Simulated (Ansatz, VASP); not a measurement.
One calculation of Se, two programs

Contents of INCAR:

```
  ALGO = Normal
  EDIFF = 1E-7
  ENCUT = 520
  GGA = PE
  ISIF = 2
  ISMEAR = -1
  LASPH = T
  LCHARG = F
  LREAL = F
  LWAVE = F
  NBANDS = 16
  NELM = 60
  PREC = Accurate
  SIGMA = 0.03
```

Contents of KPOINTS:

```
k-points
0
Gamma
  6 6 5
```

Contents of POSCAR:

```
Se
1.0
    4.3807057031      0.0000000000      0.0000000000
   -2.1903528516      3.7938024255      0.0000000000
    0.0000000000      0.0000000000      4.9700572638
Se
3
Direct
    0.2254000000      0.0000000000      0.3333333333
    0.0000000000      0.2254000000      0.6666666667
    0.7746000000      0.7746000000      0.0000000000
```

Input for Ansatz:

```yaml
crystal:
  lattice:
    - [4.3807057031, 0.0, 0.0]
    - [-2.1903528516, 3.7938024255, 0.0]
    - [0.0, 0.0, 4.9700572638]
  atoms:
    - { symbol: Se, position: [0.2254, 0.0, 0.3333333333] }
    - { symbol: Se, position: [0.0, 0.2254, 0.6666666667] }
    - { symbol: Se, position: [0.7746, 0.7746, 0.0] }
kpoints:
  mp_grid: { grid: [6, 6, 5] }
  band_path:
    path:
      - [0.0, 0.0, 0.0]
      - [0.5, 0.0, 0.0]
      - [0.3333333333, 0.3333333333, 0.0]
      - [0.0, 0.0, 0.0]
      - [0.0, 0.0, 0.5]
      - [0.5, 0.0, 0.5]
      - [0.3333333333, 0.3333333333, 0.5]
      - [0.0, 0.0, 0.5]
      - [0.5, 0.0, 0.5]
    npoints: 5
scf:
  occupations: { method: fermi_dirac, width: 0.03 }
hamiltonian:
  xc: pbe
  pseudopotentials: { kind: all_electron, lapw: { basis_error: 0.001 } }
output:
  forces: true
  stress: true
  eigenvalues: true
```

Change from the starting cell: volume scaled by 1.01.

Alike in both runs: task single point; functional PBE; k mesh 6 × 6 × 5; occupations fermi-dirac, width 0.03 eV; no spin polarisation.

|  | VASP | Ansatz |
| --- | --- | --- |
| version | VASP 6.6.1 | Ansatz 0.2.0 |
| potentials or method | VASP PAW PBE potentials, release 64 (Se), cutoff 520 eV | all-electron LAPW, scalar-relativistic |

VASP gave:

```
gap on the k mesh at the Fermi level (eV)                     : 1.32
pressure (GPa)                                                : 2.3
traceless stress, the component that is largest in VASP (GPa) : 0.98
rms of the force components (eV/Å)                            : 0.189
```

**Question.** Which values does Ansatz return?

**Answer.** gap on the k mesh at the Fermi level (eV): 1.32; pressure (GPa): 2.2; traceless stress, the component that is largest in VASP (GPa): 0.93; rms of the force components (eV/Å): 0.168.

Atom by atom the forces differ by 0.021 eV/Å (rms over components). Ansatz ran all-electron here, and VASP with PAW potentials.
